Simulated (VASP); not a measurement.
# Ir2Ru3 (P-6m2) in VASP: notebook

Runs on Ir2Ru3. Level: PBE. Tasks: single point, relaxation of cell and atoms.

All numbers are computed with VASP 6.6.1; they aren't measurements. Logs are shortened: lines on timing, memory, paths and dates and some standing lists are left out, and cuts for length are marked.

## (1) The cell of the first run

The structure is hexagonal, space group P-6m2 (No. 187). Conventional cell: a = 2.690 Å, b = 2.690 Å, c = 21.878 Å, α = 90.00°, β = 90.00°, γ = 120.00°. Within 3.5 Å of Ru (site symmetry 3m) lie 12 Ru at 2.68 to 2.69 Å. Within 3.5 Å of Ru (site symmetry -6m2) lie 6 Ir at 2.68 Å and 6 Ru at 2.69 Å. Within 3.5 Å of Ru (site symmetry 3m) lie 9 Ru at 2.68 to 2.69 Å and 3 Ir at 2.68 Å. Within 3.5 Å of Ru (site symmetry -6m2) lie 12 Ru at 2.68 to 2.69 Å. Within 3.5 Å of Ir (site symmetry 3m) lie 9 Ir at 2.68 to 2.69 Å and 3 Ru at 2.68 Å. Ir (site symmetry 3m) has 3 Ru at 2.68 Å and 9 Ir at 2.68 to 2.69 Å within 3.5 Å.

## (2) Single point, PBE

Contents of INCAR:

```
SYSTEM = Ir2Ru3
ALGO = Fast
EDIFF = 1E-6
ENCUT = 520
GGA = PE
ISIF = 2
ISMEAR = 0
LASPH = .TRUE.
LCHARG = .FALSE.
LREAL = .FALSE.
LWAVE = .FALSE.
NBANDS = 71
NELM = 60
PREC = Accurate
SIGMA = 0.1
```

Contents of KPOINTS:

```
k-points
0
G
  6 6 1
  0 0 0
```

Contents of POSCAR:

```
Ir2Ru3
1.0
    2.6898739300      0.0000000000      0.0000000000
   -1.3449369600      2.3294991500      0.0000000000
    0.0000000000      0.0000000000     21.8777720800
Ru Ir
6 4
Direct
    0.3333333300      0.6666666700      0.6000000000
    0.3333333300      0.6666666700      0.0000000000
    0.3333333300      0.6666666700      0.4000000000
    0.6666666700      0.3333333300      0.7000000000
    0.6666666700      0.3333333300      0.3000000000
    0.6666666700      0.3333333300      0.5000000000
    0.3333333300      0.6666666700      0.8000000000
    0.3333333300      0.6666666700      0.2000000000
    0.6666666700      0.3333333300      0.9000000000
    0.6666666700      0.3333333300      0.1000000000
```

Potentials or basis: VASP PAW PBE potentials, release 64 (Ru_pv, Ir).

On the command line:

```bash
> cat potpaw_PBE.64/Ru_pv/POTCAR potpaw_PBE.64/Ir/POTCAR > POTCAR
> mpirun -np 1 vasp_std > vasp.out
```

OUTCAR:

```text
SYSTEM = Ir2Ru3
   EDIFF = 1E-6
   ENCUT = 520
   GGA = PE
   ISIF = 2
   ISMEAR = 0
   LASPH = .TRUE.
   LREAL = .FALSE.
   NELM = 60
   PREC = Accurate

 ion  position               nearest neighbor table
   1  0.333  0.667  0.600-   4 2.68   6 2.68   4 2.68   6 2.68   4 2.68   6 2.68
   2  0.333  0.667  0.000-   9 2.68  10 2.68   9 2.68  10 2.68   9 2.68  10 2.68
   3  0.333  0.667  0.400-   5 2.68   6 2.68   5 2.68   6 2.68   5 2.68   6 2.68
   4  0.667  0.333  0.700-   7 2.68   1 2.68   7 2.68   1 2.68   7 2.68   1 2.68
   5  0.667  0.333  0.300-   8 2.68   3 2.68   8 2.68   3 2.68   8 2.68   3 2.68
   6  0.667  0.333  0.500-   1 2.68   3 2.68   1 2.68   3 2.68   1 2.68   3 2.68
   7  0.333  0.667  0.800-   4 2.68   9 2.68   4 2.68   9 2.68   4 2.68   9 2.68
   8  0.333  0.667  0.200-   5 2.68  10 2.68   5 2.68  10 2.68   5 2.68  10 2.68
   9  0.667  0.333  0.900-   2 2.68   7 2.68   2 2.68   7 2.68   2 2.68   7 2.68
  10  0.667  0.333  0.100-   2 2.68   8 2.68   2 2.68   8 2.68   2 2.68   8 2.68

  LATTYP: Found a hexagonal cell.
 ALAT       =     2.6898739300
 C/A-ratio  =     8.1333819537

  Lattice vectors:

 A1 = (   2.6898739300,   0.0000000000,   0.0000000000)
 A2 = (  -1.3449369600,   2.3294991500,   0.0000000000)
 A3 = (   0.0000000000,   0.0000000000,  21.8777720800)

Analysis of symmetry for initial positions (statically):
=====================================================================
 Subroutine PRICEL returns:
 Original cell was already a primitive cell.

 Routine SETGRP: Setting up the symmetry group for a
 hexagonal supercell.

 Subroutine GETGRP returns: Found 12 space group operations
 (whereof 12 operations were pure point group operations)
 out of a pool of 24 trial point group operations.

The static configuration has the point symmetry D_3h.

Analysis of symmetry for dynamics (positions and initial velocities):
=====================================================================
 Subroutine PRICEL returns:
 Original cell was already a primitive cell.

 Routine SETGRP: Setting up the symmetry group for a
 hexagonal supercell.

 Subroutine GETGRP returns: Found 12 space group operations
 (whereof 12 operations were pure point group operations)
 out of a pool of 24 trial point group operations.

The dynamic configuration has the point symmetry D_3h.

 Subroutine INISYM returns: Found 12 space group operations
 (whereof 12 operations are pure point group operations),
 and found     1 'primitive' translations

----------------------------------------------------------------------------------------

                                     Primitive cell

  volume of cell :     137.0874

  direct lattice vectors                    reciprocal lattice vectors
     2.689873930  0.000000000  0.000000000     0.371764635  0.214638412  0.000000000
    -1.344936960  2.329499150  0.000000000     0.000000000  0.429276825  0.000000000
     0.000000000  0.000000000 21.877772080     0.000000000  0.000000000  0.045708493

  length of vectors
     2.689873930  2.689873922 21.877772080     0.429276824  0.429276825  0.045708493

  position of ions in fractional coordinates (direct lattice)
     0.333333330  0.666666670  0.600000000
     0.333333330  0.666666670  0.000000000
     0.333333330  0.666666670  0.400000000
     0.666666670  0.333333330  0.700000000
     0.666666670  0.333333330  0.300000000
     0.666666670  0.333333330  0.500000000
     0.333333330  0.666666670  0.800000000
     0.333333330  0.666666670  0.200000000
     0.666666670  0.333333330  0.900000000
     0.666666670  0.333333330  0.100000000

  ion indices of the primitive-cell ions
   primitive index   ion index
                 1           1
                 2           2
                 3           3
                 4           4
                 5           5
                 6           6
                 7           7
                 8           8
                 9           9
                10          10

----------------------------------------------------------------------------------------

 KPOINTS: k-points

Automatic generation of k-mesh.
 Grid dimensions read from file:
 generate k-points for:    6    6    1

 Generating k-lattice:

  Cartesian coordinates                     Fractional coordinates (reciprocal lattice)
     0.061960773  0.035773069  0.000000000     0.166666667  0.000000000  0.000000000
     0.000000000  0.071546138  0.000000000     0.000000000  0.166666667  0.000000000
     0.000000000  0.000000000  0.045708493     0.000000000  0.000000000  1.000000000

  Length of vectors
     0.071546137  0.071546138  0.045708493

  Shift w.r.t. Gamma in fractional coordinates (k-lattice)
     0.000000000  0.000000000  0.000000000

 Subroutine IBZKPT returns following result:
 ===========================================

 Found      7 irreducible k-points:

 Following reciprocal coordinates:
            Coordinates               Weight
  0.000000  0.000000  0.000000      1.000000
  0.166667  0.000000  0.000000      6.000000
  0.333333  0.000000  0.000000      6.000000
  0.500000  0.000000  0.000000      3.000000
  0.166667  0.166667  0.000000      6.000000
  0.333333  0.166667  0.000000     12.000000
  0.333333  0.333333  0.000000      2.000000
   k-points           NKPTS =      7   k-points in BZ     NKDIM =      7   number of bands    NBANDS=     71
   number of dos      NEDOS =    301   number of ions     NIONS =     10
   total plane-waves  NPLWV =  67200
   dimension x,y,z NGX =    20 NGY =   20 NGZ =  168
   dimension x,y,z NGXF=    40 NGYF=   40 NGZF=  336
   ions per type =               6   4
   NGX,Y,Z   is equivalent  to a cutoff of  12.36, 12.36, 12.77 a.u.
   NGXF,Y,Z  is equivalent  to a cutoff of  24.72, 24.72, 25.53 a.u.
 SYSTEM =  Ir2Ru3
   PREC   = accura    normal or accurate (medium, high low for compatibility)
   ISTART =      0    job   : 0-new  1-cont  2-samecut
   ICHARG =      2    charge: 1-file 2-atom 10-const
   ISPIN  =      1    spin polarized calculation?
   LNONCOLLINEAR =      F non collinear calculations
   LSORBIT =      F    spin-orbit coupling
   LASPH  =      T    aspherical Exc in radial PAW
   ENCUT  =  520.0 eV  38.22 Ry    6.18 a.u.   5.00  5.00 40.68*2*pi/ulx,y,z
   NELM   =     60;   NELMIN=  2; NELMDL= -5     # of ELM steps
   EDIFF  = 0.1E-05   stopping-criterion for ELM
   LREAL  =      F    real-space projection
   EDIFFG = 0.1E-04   stopping-criterion for IOM
   NSW    =      0    number of steps for IOM
   IBRION =     -1    ionic relax: 0-MD 1-quasi-New 2-CG
   NFREE  =      0    steps in history (QN), initial steepest desc. (CG)
   ISIF   =      2    stress and relaxation
   ISYM   =      2    0-nonsym 1-usesym 2-fastsym
   POTIM  = 0.5000    time-step for ionic-motion
   TEBEG  =    0.0;   TEEND  =   0.0 temperature during run
   PSTRESS=    0.0 pullay stress
   NELECT =     120.0000    total number of electrons
   NUPDOWN=      -1.0000    fix difference up-down
   EMIN   =  10.00;   EMAX   =-10.00  energy-range for DOS
   EFERMI =   0.00;   METHOD = LEGACY
   ISMEAR =     0;   SIGMA  =   0.10  broadening in eV -4-tet -1-fermi 0-gaus
   EFERMI_NEDOS =   21; number of points for ismear=-14 and -15
   IALGO  =     68    algorithm
   IMIX   =      4    mixing-type and parameters
     AMIX     =   0.40;   BMIX     =  1.00
     AMIX_MAG =   1.60;   BMIX_MAG =  1.00
  volume/ion in A,a.u.               =      13.71        92.51
  Fermi-wavevector in a.u.,A,eV,Ry     =   1.566040  2.959386 33.368014  2.452480
  Thomas-Fermi vector in A             =   2.668427
   LORBIT       =      0    0 simple, 1 ext, 2 COOP (PROOUT), +10 PAW based schemes
   GGA     = PE    functional components
   LHFCALC =     F    Hartree Fock is set to
   AEXX    =    0.0000 exact exchange contribution
   IVDW    =     0    specifies the selected vdW correction
   LEPSILON=     F    determine dielectric tensor
   LRPA    =     F    only Hartree local field effects (RPA)
 non-spin polarized calculation
 RMM-DIIS sequential band-by-band and
 Gauss-broadening in eV      SIGMA  =   0.10
  energy-cutoff  :      520.00
  volume of cell :      137.09
 maximum number of plane-waves:      3747
 NGX is ok and might be reduce to    20
   NGX =  9   NGY =  9   NGZ = 81

 number of electron     120.0000008 magnetization

 Free energy of the ion-electron system (eV)
  ---------------------------------------------------
  ext. energy  EPLUGINS =         0.00000000
  ---------------------------------------------------
  free energy    TOTEN  =       -90.13271710 eV

  energy without entropy =      -90.05924580  energy(sigma->0) =      -90.09598145

 E-fermi :  12.0461     XC(G=0): -14.1081

 val. band max:       12.0321768814   @ k =   0.3333   0.0000   0.0000
 cond. band min:      12.0909135370   @ k =   0.1667   0.1667   0.0000
 fundamental gap:      0.0587366557
 Fermi energy:        12.0460809449

 k-point     1 :       0.0000    0.0000    0.0000
  band No.  band energies     occupation
      1     -31.6515      2.00000
      2     -31.4837      2.00000
      3     -31.2570      2.00000
      4     -31.2329      2.00000
      5     -30.9625      2.00000
      6     -30.8361      2.00000
[... 63 lines left out ...]
     70      12.7769      0.00000
     71      12.9568      0.00000

 k-point     2 :       0.1667    0.0000    0.0000
  band No.  band energies     occupation
      1     -31.5770      2.00000
      2     -31.4475      2.00000
      3     -31.2558      2.00000
      4     -31.2285      2.00000
      5     -31.0704      2.00000
      6     -31.0215      2.00000
[... 63 lines left out ...]
     70      12.5106      0.00000
     71      13.1630      0.00000

 k-point     3 :       0.3333    0.0000    0.0000
  band No.  band energies     occupation
      1     -31.5254      2.00000
      2     -31.5144      2.00000
      3     -31.4292      2.00000
      4     -31.4291      2.00000
      5     -31.3456      2.00000
      6     -31.3286      2.00000
[... 63 lines left out ...]
     70      12.8375      0.00000
     71      13.2537      0.00000

 k-point     4 :       0.5000    0.0000    0.0000
  band No.  band energies     occupation
      1     -31.6793      2.00000
      2     -31.6713      2.00000
      3     -31.6150      2.00000
      4     -31.5626      2.00000
      5     -31.5343      2.00000
      6     -31.5002      2.00000
[... 63 lines left out ...]
     70      13.8713      0.00000
     71      14.9225      0.00000

 k-point     5 :       0.1667    0.1667    0.0000
  band No.  band energies     occupation
      1     -31.4699      2.00000
      2     -31.4471      2.00000
      3     -31.3716      2.00000
      4     -31.2936      2.00000
      5     -31.2365      2.00000
      6     -31.2127      2.00000
[... 63 lines left out ...]
     70      13.0153      0.00000
     71      13.2566      0.00000

 k-point     6 :       0.3333    0.1667    0.0000
  band No.  band energies     occupation
      1     -31.5815      2.00000
      2     -31.5741      2.00000
      3     -31.5205      2.00000
      4     -31.4796      2.00000
      5     -31.4369      2.00000
      6     -31.4232      2.00000
[... 63 lines left out ...]
     70      15.3357      0.00000
     71      15.7453      0.00000

 k-point     7 :       0.3333    0.3333    0.0000
  band No.  band energies     occupation
      1     -31.4849      2.00000
      2     -31.4839      2.00000
      3     -31.4514      2.00000
      4     -31.3979      2.00000
      5     -31.3865      2.00000
      6     -31.3801      2.00000
[... 63 lines left out ...]
     70      17.8303      0.00000
     71      17.8938      0.00000

------------------------ aborting loop because EDIFF is reached ----------------------------------------

  FORCE on cell =-STRESS in cart. coord.  units (eV):
  Direction    XX          YY          ZZ          XY          YZ          ZX
  --------------------------------------------------------------------------------------
  -------------------------------------------------------------------------------------
  Total       14.5041911     14.5041910     -0.9573062      0.0000000      0.0000000     -0.0000000
  in kB      169.5143694    169.5143685    -11.1882943      0.0000004      0.0000000     -0.0000000
  external PRESSURE =     109.2801479 kB  Pullay stress =       0.0000000 kB

 VOLUME and BASIS-vectors are now :
 -----------------------------------------------------------------------------
  energy-cutoff  :      520.00
  volume of cell :      137.09
      direct lattice vectors                 reciprocal lattice vectors
     2.689873930  0.000000000  0.000000000     0.371764635  0.214638412  0.000000000
    -1.344936960  2.329499150  0.000000000     0.000000000  0.429276825  0.000000000
     0.000000000  0.000000000 21.877772080     0.000000000  0.000000000  0.045708493

 POSITION                                       TOTAL-FORCE (eV/Angst)
 -----------------------------------------------------------------------------------
     -0.00000      1.55300     13.12666        -0.000000      0.000000      0.086410
     -0.00000      1.55300      0.00000         0.000000     -0.000000      0.000000
     -0.00000      1.55300      8.75111        -0.000000      0.000000     -0.086410
      1.34494      0.77650     15.31444         0.000000     -0.000000     -0.363813
      1.34494      0.77650      6.56333         0.000000     -0.000000      0.363813
      1.34494      0.77650     10.93889        -0.000000      0.000000      0.000000
     -0.00000      1.55300     17.50222         0.000000     -0.000000     -0.880520
     -0.00000      1.55300      4.37555         0.000000     -0.000000      0.880520
      1.34494      0.77650     19.68999         0.000000     -0.000000      0.792336
      1.34494      0.77650      2.18778         0.000000     -0.000000     -0.792336
 -----------------------------------------------------------------------------------
    total drift:                               -0.000000      0.000000      0.000000

  FREE ENERGIE OF THE ION-ELECTRON SYSTEM (eV)
  ---------------------------------------------------
  free  energy   TOTEN  =       -90.1327171012 eV

  energy  without entropy=      -90.0592457956  energy(sigma->0) =      -90.09598145
```

Run time: 2.1 min. Hardware: 1 thread of AMD EPYC 9R45 (Zen 5), shared host; peak memory 0.24 GiB.

Results:

* Free energy: -90.1327 eV
* Pressure: 10.9 GPa
* Largest force: 0.881 eV/Å
* Band gap on the k mesh: zero (bands 60 and 61 overlap by 2.75 eV)

Forces on the atoms (eV/Å):
```
Ru   0.000  0.000  0.086
Ru   0.000  0.000  0.000
Ru   0.000  0.000 -0.086
Ru   0.000  0.000 -0.364
Ru   0.000  0.000  0.364
Ru   0.000  0.000  0.000
Ir   0.000  0.000 -0.881
Ir   0.000  0.000  0.881
Ir   0.000  0.000  0.792
Ir   0.000  0.000 -0.792
```

Caveat: the k points lie up to 0.45 Å⁻¹ apart, too coarse for converged energies and pressures of a metal; spin-orbit coupling is left out, which moves the levels of the heavy elements.

## (3) Single point, PBE

This run uses another cell than the first one, of 14.12 Å³/atom.

Contents of INCAR:

```
PREC     = Accurate       # precision mode
ENCUT    = 520            # plane-wave cutoff, eV
EDIFF    = 1E-6           # SCF threshold, eV
ISMEAR   = 0              # smearing method
SIGMA    = 0.1            # smearing width, eV
LREAL    = F              # projectors in reciprocal space
LASPH    = T              # aspherical terms in the spheres
NELM     = 80             # most SCF steps
ALGO     = Normal         # electronic algorithm
ISIF     = 2              # what is computed and relaxed
LWAVE    = F              # write WAVECAR
LCHARG   = F              # write CHGCAR
GGA      = PE             # functional
NBANDS   = 71             # bands
```

Contents of KPOINTS:

```
Automatic mesh
0
Gamma
  6 6 1
```

Contents of POSCAR:

```
Ir2Ru3
1.0
    2.7543315990     -0.0000000030      0.0000000000
   -1.3771657970      2.3853211367      0.0000000000
    0.0000000000      0.0000000000     21.4906781263
Ru Ir
6 4
Direct
    0.3333333333      0.6666666667      0.5991238302
    0.3333333333      0.6666666667      0.0000000000
    0.3333333333      0.6666666667      0.4008761698
    0.6666666667      0.3333333333      0.6969345283
    0.6666666667      0.3333333333      0.3030654717
    0.6666666667      0.3333333333      0.5000000000
    0.3333333333      0.6666666667      0.7964371596
    0.3333333333      0.6666666667      0.2035628404
    0.6666666667      0.3333333333      0.9006672377
    0.6666666667      0.3333333333      0.0993327623
```

Potentials or basis: VASP PAW PBE potentials, release 64 (Ru_pv, Ir).

On the command line:

```bash
> cat potpaw_PBE.64/Ru_pv/POTCAR potpaw_PBE.64/Ir/POTCAR > POTCAR
> mpirun -np 1 vasp_std > vasp.out
```

Wall time 1.9 min (1 thread of AMD EPYC 9R45 (Zen 5), shared host); peak memory 0.24 GiB.

The run converged. Its results:

```yaml
Free_energy: -90.6095 eV
Pressure: -0.2 GPa
Largest_force: 0.028 eV/Å
Band_gap_on_the_k_mesh: zero (bands 60 and 61 overlap by 2.55 eV)
```

Forces in eV/Å, atoms in the order of the input:
```
Ru   0.000  0.000  0.006
Ru   0.000  0.000  0.000
Ru   0.000  0.000 -0.006
Ru   0.000  0.000 -0.017
Ru   0.000  0.000  0.017
Ru   0.000  0.000  0.000
Ir   0.000  0.000 -0.016
Ir   0.000  0.000  0.016
Ir   0.000  0.000  0.028
Ir   0.000  0.000 -0.028
```

Levels at points of the mesh, in eV from the Fermi level:
| k point | band 58 | band 59 | band 60 | band 61 | band 62 | band 63 | band 64 | band 65 |
| --- | --- | --- | --- | --- | --- | --- | --- | --- |
| (0.00, 0.00, 0.00) | -1.41 | -1.41 | -1.33 | -1.33 | -0.76 | -0.67 | -0.39 | -0.39 |
| (0.50, 0.00, 0.00) | 0.94 | 1.07 | 1.08 | 1.13 | 1.21 | 1.26 | 1.30 | 1.34 |

Caveat: the k points lie up to 0.44 Å⁻¹ apart, too coarse for converged energies and pressures of a metal; spin-orbit coupling is left out, which moves the levels of the heavy elements.

(Continued in part 2 of 2.)

The gap in the log of VASP goes by the Fermi energy; the results here count the filled bands.